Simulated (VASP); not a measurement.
# LiF (P6_3/mmc) in VASP: single point with HSE06

Aim: the single point of LiF with HSE06.

Everything below comes from runs of VASP 6.6.1. Logs are shortened: lines on timing, memory, paths and dates and some standing lists are left out, and cuts for length are marked.

### Step 1. The cell of the first run

Symmetry: P6_3/mmc, No. 194, hexagonal system. The conventional cell has a = 3.280 Å, b = 3.280 Å, c = 4.000 Å, α = 90.00°, β = 90.00°, γ = 120.00°. Li (site symmetry -6m2) has 5 F at 1.89 to 2.00 Å within 2.5 Å. F (site symmetry -6m2) has 5 Li at 1.89 to 2.00 Å within 2.5 Å.

### Step 2. Single point, HSE06

File POSCAR:

```
LiF
1.0
    3.2800798956      0.0000000000      0.0000000000
   -1.6400399478      2.8406325161      0.0000000000
    0.0000000000      0.0000000000      3.9995958192
Li F
2 2
Direct
    0.3333333333      0.6666666667      0.2500000000
    0.6666666667      0.3333333333      0.7500000000
    0.6666666667      0.3333333333      0.2500000000
    0.3333333333      0.6666666667      0.7500000000
```

File INCAR.step1:

```
ALGO     = Normal         # electronic algorithm
EDIFF    = 1E-5           # SCF threshold, eV
ENCUT    = 520            # plane-wave cutoff, eV
GGA      = PE             # functional
ISIF     = 2              # what is computed and relaxed
ISMEAR   = 0              # smearing method
LASPH    = T              # aspherical terms in the spheres
LCHARG   = F              # write CHGCAR
LREAL    = F              # projectors in reciprocal space
LWAVE    = T              # write WAVECAR
NBANDS   = 18             # bands
NELM     = 60             # most SCF steps
PREC     = Accurate       # precision mode
SIGMA    = 0.01           # smearing width, eV
```

File INCAR.step2:

```
ALGO     = Normal         # electronic algorithm
EDIFF    = 1E-6           # SCF threshold, eV
ENCUT    = 520            # plane-wave cutoff, eV
GGA      = PE             # functional
HFSCREEN = 0.2079         # screening, 1/A
ISIF     = 2              # what is computed and relaxed
ISMEAR   = 0              # smearing method
ISTART   = 1            
LASPH    = T              # aspherical terms in the spheres
LCHARG   = F              # write CHGCAR
LHFCALC  = T              # exact exchange
LREAL    = F              # projectors in reciprocal space
LWAVE    = F              # write WAVECAR
NBANDS   = 18             # bands
NELM     = 60             # most SCF steps
PREC     = Accurate       # precision mode
PRECFOCK = Normal       
SIGMA    = 0.01           # smearing width, eV
```

File KPOINTS:

```
k-points
0
Gamma
  6 6 4
```

Potentials or basis: VASP PAW PBE potentials, release 64 (Li_sv, F).

On the command line:

```console
$ cat potpaw_PBE.64/Li_sv/POTCAR potpaw_PBE.64/F/POTCAR > POTCAR
$ cp INCAR.step1 INCAR
$ mpirun -np 1 vasp_std > vasp.out
$ cp INCAR.step2 INCAR
$ mpirun -np 1 vasp_std > vasp.out
```

OUTCAR:

```text
EDIFF = 1E-6
   ENCUT = 520
   GGA = PE
   HFSCREEN = 0.2079
   ISIF = 2
   ISMEAR = 0
   ISTART = 1
   LASPH = T
   LHFCALC = T
   LREAL = F
   NELM = 60
   PREC = Accurate
   PRECFOCK = Normal

 ion  position               nearest neighbor table
   1  0.333  0.667  0.250-   3 1.89   3 1.89   3 1.89   4 2.00   4 2.00
   2  0.667  0.333  0.750-   4 1.89   4 1.89   4 1.89   3 2.00   3 2.00
   3  0.667  0.333  0.250-   1 1.89   1 1.89   1 1.89   2 2.00   2 2.00
   4  0.333  0.667  0.750-   2 1.89   2 1.89   2 1.89   1 2.00   1 2.00

  LATTYP: Found a hexagonal cell.
 ALAT       =     3.2800798956
 C/A-ratio  =     1.2193592676

  Lattice vectors:

 A1 = (   3.2800798956,   0.0000000000,   0.0000000000)
 A2 = (  -1.6400399478,   2.8406325161,   0.0000000000)
 A3 = (   0.0000000000,   0.0000000000,   3.9995958192)

Analysis of symmetry for initial positions (statically):
=====================================================================
 Subroutine PRICEL returns:
 Original cell was already a primitive cell.

 Routine SETGRP: Setting up the symmetry group for a
 hexagonal supercell.

 Subroutine GETGRP returns: Found 24 space group operations
 (whereof 12 operations were pure point group operations)
 out of a pool of 24 trial point group operations.

The static configuration has the point symmetry D_3d.
 The point group associated with its full space group is D_6h.

Analysis of symmetry for dynamics (positions and initial velocities):
=====================================================================
 Subroutine PRICEL returns:
 Original cell was already a primitive cell.

 Routine SETGRP: Setting up the symmetry group for a
 hexagonal supercell.

 Subroutine GETGRP returns: Found 24 space group operations
 (whereof 12 operations were pure point group operations)
 out of a pool of 24 trial point group operations.

The dynamic configuration has the point symmetry D_3d.
 The point group associated with its full space group is D_6h.

 Subroutine INISYM returns: Found 24 space group operations
 (whereof 12 operations are pure point group operations),
 and found     1 'primitive' translations

----------------------------------------------------------------------------------------

                                     Primitive cell

  volume of cell :      37.2662

  direct lattice vectors                    reciprocal lattice vectors
     3.280079896  0.000000000  0.000000000     0.304870623  0.176017136  0.000000000
    -1.640039948  2.840632516  0.000000000     0.000000000  0.352034272  0.000000000
     0.000000000  0.000000000  3.999595819     0.000000000  0.000000000  0.250025264

  length of vectors
     3.280079896  3.280079896  3.999595819     0.352034272  0.352034272  0.250025264

  position of ions in fractional coordinates (direct lattice)
     0.333333333  0.666666667  0.250000000
     0.666666667  0.333333333  0.750000000
     0.666666667  0.333333333  0.250000000
     0.333333333  0.666666667  0.750000000

  ion indices of the primitive-cell ions
   primitive index   ion index
                 1           1
                 2           2
                 3           3
                 4           4

----------------------------------------------------------------------------------------

 KPOINTS: k-points

Automatic generation of k-mesh.
 Grid dimensions read from file:
 generate k-points for:    6    6    4

 Generating k-lattice:

  Cartesian coordinates                     Fractional coordinates (reciprocal lattice)
     0.050811770  0.029336189  0.000000000     0.166666667 -0.000000000  0.000000000
     0.000000000  0.058672379  0.000000000     0.000000000  0.166666667  0.000000000
     0.000000000  0.000000000  0.062506316     0.000000000  0.000000000  0.250000000

  Length of vectors
     0.058672379  0.058672379  0.062506316

  Shift w.r.t. Gamma in fractional coordinates (k-lattice)
     0.000000000  0.000000000  0.000000000

 Subroutine IBZKPT returns following result:
 ===========================================

 Found     21 irreducible k-points:

 Following reciprocal coordinates:
            Coordinates               Weight
  0.000000  0.000000  0.000000      1.000000
  0.166667  0.000000  0.000000      6.000000
  0.333333  0.000000  0.000000      6.000000
  0.500000  0.000000  0.000000      3.000000
  0.166667  0.166667  0.000000      6.000000
  0.333333  0.166667  0.000000     12.000000
[... 13 lines left out ...]
  0.333333  0.166667  0.500000     12.000000
  0.333333  0.333333  0.500000      2.000000
   k-points           NKPTS =     21   k-points in BZ     NKDIM =    144   number of bands    NBANDS=     18
   number of dos      NEDOS =    301   number of ions     NIONS =      4
   total plane-waves  NPLWV =  17280
   dimension x,y,z NGX =    24 NGY =   24 NGZ =   30
   dimension x,y,z NGXF=    48 NGYF=   48 NGZF=   60
   ions per type =               2   2
   NGX,Y,Z   is equivalent  to a cutoff of  12.16, 12.16, 12.47 a.u.
   NGXF,Y,Z  is equivalent  to a cutoff of  24.33, 24.33, 24.94 a.u.
 SYSTEM =  unknown system
   PREC   = accura    normal or accurate (medium, high low for compatibility)
   ISTART =      1    job   : 0-new  1-cont  2-samecut
   ICHARG =      0    charge: 1-file 2-atom 10-const
   ISPIN  =      1    spin polarized calculation?
   LNONCOLLINEAR =      F non collinear calculations
   LSORBIT =      F    spin-orbit coupling
   LASPH  =      T    aspherical Exc in radial PAW
   ENCUT  =  520.0 eV  38.22 Ry    6.18 a.u.   6.10  6.10  7.44*2*pi/ulx,y,z
   NELM   =     60;   NELMIN=  2; NELMDL=  0     # of ELM steps
   EDIFF  = 0.1E-05   stopping-criterion for ELM
   LREAL  =      F    real-space projection
   EDIFFG = 0.1E-04   stopping-criterion for IOM
   NSW    =      0    number of steps for IOM
   IBRION =     -1    ionic relax: 0-MD 1-quasi-New 2-CG
   NFREE  =      0    steps in history (QN), initial steepest desc. (CG)
   ISIF   =      2    stress and relaxation
   ISYM   =      3    0-nonsym 1-usesym 2-fastsym
   POTIM  = 0.5000    time-step for ionic-motion
   TEBEG  =    0.0;   TEEND  =   0.0 temperature during run
   PSTRESS=    0.0 pullay stress
   NELECT =      20.0000    total number of electrons
   NUPDOWN=      -1.0000    fix difference up-down
   EMIN   =  10.00;   EMAX   =-10.00  energy-range for DOS
   EFERMI =   0.00;   METHOD = LEGACY
   ISMEAR =     0;   SIGMA  =   0.01  broadening in eV -4-tet -1-fermi 0-gaus
   EFERMI_NEDOS =   21; number of points for ismear=-14 and -15
   IALGO  =     38    algorithm
   IMIX   =      1    mixing-type and parameters
     AMIX     =   0.40;   BMIX     =  1.00
     AMIX_MAG =   1.60;   BMIX_MAG =  1.00
  volume/ion in A,a.u.               =       9.32        62.87
  Fermi-wavevector in a.u.,A,eV,Ry     =   1.330392  2.514076 24.081536  1.769943
  Thomas-Fermi vector in A             =   2.459482
   LORBIT       =      0    0 simple, 1 ext, 2 COOP (PROOUT), +10 PAW based schemes
   GGA     = PE    functional components
   LHFCALC =     T    Hartree Fock is set to
   PRECFOCK=normal    Normal, Fast or Accurate (Low or Medium for compatibility)
   ENCUT4O =  -1.0   cutoff for four orbital integrals eV
   NKREDX  =     1    reduce k-point grid by
   NKREDY  =     1    reduce k-point grid by
   NKREDZ  =     1    reduce k-point grid by
   AEXX    =    0.2500 exact exchange contribution
   HFSCREEN=    0.2079 screening length (either q_TF or 0.3 A-1)
   HFSCREENC=   0.2079 screening length for correlation (either q_TF or 0.3 A-1)
   ENCUTFOCK=  -1.0 apply spherical cutoff to Coloumb kernel
   IVDW    =     0    specifies the selected vdW correction
   LEPSILON=     F    determine dielectric tensor
   LRPA    =     F    only Hartree local field effects (RPA)
 non-spin polarized calculation
 Gauss-broadening in eV      SIGMA  =   0.01
  energy-cutoff  :      520.00
  volume of cell :       37.27
 maximum number of plane-waves:      1032
  NGX = 20; NGY = 20; NGZ = 24

 number of electron      19.9999999 magnetization

 Free energy of the ion-electron system (eV)
  ---------------------------------------------------
  ext. energy  EPLUGINS =         0.00000000
  ---------------------------------------------------
  free energy    TOTEN  =       -22.75377682 eV

  energy without entropy =      -22.75377682  energy(sigma->0) =      -22.75377682

 E-fermi :  -3.3934     XC(G=0):  -7.5035

 val. band max:       -3.4757847146   @ k =   0.0000   0.0000   0.0000
 cond. band min:       6.4866413704   @ k =   0.0000   0.0000   0.0000
 fundamental gap:      9.9624260850
 Fermi energy:        -3.3934046005

 k-point     1 :       0.0000    0.0000    0.0000
  band No.  band energies     occupation
      1     -46.3544      2.00000
      2     -46.2695      2.00000
      3     -24.9847      2.00000
      4     -24.2924      2.00000
      5      -6.4879      2.00000
      6      -4.8170      2.00000
[... 10 lines left out ...]
     17      17.2794      0.00000
     18      23.0308      0.00000

 k-point     2 :       0.1667    0.0000    0.0000
  band No.  band energies     occupation
      1     -46.3459      2.00000
      2     -46.2710      2.00000
      3     -24.9421      2.00000
      4     -24.3329      2.00000
      5      -6.2878      2.00000
      6      -4.9986      2.00000
[... 10 lines left out ...]
     17      17.9529      0.00000
     18      20.1301      0.00000

 k-point     3 :       0.3333    0.0000    0.0000
  band No.  band energies     occupation
      1     -46.3258      2.00000
      2     -46.2770      2.00000
      3     -24.8314      2.00000
      4     -24.4384      2.00000
      5      -5.7757      2.00000
      6      -5.4805      2.00000
[... 10 lines left out ...]
     17      18.6315      0.00000
     18      19.7522      0.00000

 k-point     4 :       0.5000    0.0000    0.0000
  band No.  band energies     occupation
      1     -46.3120      2.00000
      2     -46.2840      2.00000
      3     -24.7416      2.00000
      4     -24.5257      2.00000
      5      -5.7443      2.00000
      6      -5.4045      2.00000
[... 312 lines left out ...]
      4     -24.6701      2.00000
      5      -5.5086      2.00000
      6      -5.5086      2.00000
[... 10 lines left out ...]
     17      18.3309      0.00000
     18      18.3309      0.00000

 k-point    20 :       0.3333    0.1667    0.5000
  band No.  band energies     occupation
      1     -46.2969      2.00000
      2     -46.2969      2.00000
      3     -24.6624      2.00000
      4     -24.6624      2.00000
      5      -5.7092      2.00000
      6      -5.7092      2.00000
[... 10 lines left out ...]
     17      18.9559      0.00000
     18      18.9559      0.00000

 k-point    21 :       0.3333    0.3333    0.5000
  band No.  band energies     occupation
      1     -46.2952      2.00000
      2     -46.2952      2.00000
      3     -24.6599      2.00000
      4     -24.6599      2.00000
      5      -5.5670      2.00000
      6      -5.5670      2.00000
[... 10 lines left out ...]
     17      19.6149      0.00000
     18      19.6149      0.00000

------------------------ aborting loop because EDIFF is reached ----------------------------------------

  FORCE on cell =-STRESS in cart. coord.  units (eV):
  Direction    XX          YY          ZZ          XY          YZ          ZX
  --------------------------------------------------------------------------------------
  -------------------------------------------------------------------------------------
  Total        0.1917398      0.1917398      0.2320336      0.0000000      0.0000000      0.0000000
  in kB        8.2434170      8.2434170      9.9757567      0.0000000      0.0000000      0.0000000
  external PRESSURE =       8.8208636 kB  Pullay stress =       0.0000000 kB

 VOLUME and BASIS-vectors are now :
 -----------------------------------------------------------------------------
  energy-cutoff  :      520.00
  volume of cell :       37.27
      direct lattice vectors                 reciprocal lattice vectors
     3.280079896  0.000000000  0.000000000     0.304870623  0.176017136  0.000000000
    -1.640039948  2.840632516  0.000000000     0.000000000  0.352034272  0.000000000
     0.000000000  0.000000000  3.999595819     0.000000000  0.000000000  0.250025264

 POSITION                                       TOTAL-FORCE (eV/Angst)
 -----------------------------------------------------------------------------------
     -0.00000      1.89376      0.99990         0.000000      0.000000     -0.000000
      1.64004      0.94688      2.99970        -0.000000     -0.000000     -0.000000
      1.64004      0.94688      0.99990        -0.000000     -0.000000      0.000000
     -0.00000      1.89376      2.99970         0.000000     -0.000000      0.000000
 -----------------------------------------------------------------------------------
    total drift:                                0.000000      0.000000      0.000000

  FREE ENERGIE OF THE ION-ELECTRON SYSTEM (eV)
  ---------------------------------------------------
  free  energy   TOTEN  =       -22.7537768154 eV

  energy  without entropy=      -22.7537768154  energy(sigma->0) =      -22.75377682
```

Run time: 54 min. Hardware: 1 thread of Intel Xeon 8259CL, shared host; peak memory 0.26 GiB.

Results:

- Free energy: -22.7538 eV
- Band gap on the k mesh: 9.96 eV

Levels at points of the mesh, in eV from the valence-band top:
| k point | band 8 | band 9 | band 10 | band 11 | band 12 | band 13 |
| --- | --- | --- | --- | --- | --- | --- |
| (0.00, 0.00, 0.00) | -0.51 | -0.51 | 0.00 | 9.96 | 17.28 | 18.75 |
| (0.50, 0.00, 0.00) | -1.09 | -0.94 | -0.50 | 12.67 | 16.05 | 17.45 |
| (0.00, 0.00, 0.50) | -0.92 | -0.92 | -0.92 | 12.56 | 12.56 | 19.28 |
| (0.50, 0.00, 0.50) | -1.24 | -0.41 | -0.41 | 13.23 | 13.23 | 18.25 |

Caveat: the cutoff is under 1.25 times the usual one of these potentials, so pressure, stress and relaxed cells hold a basis-set (Pulay) error; the PAW data sets were made with another functional, which shifts forces and pressure a little.
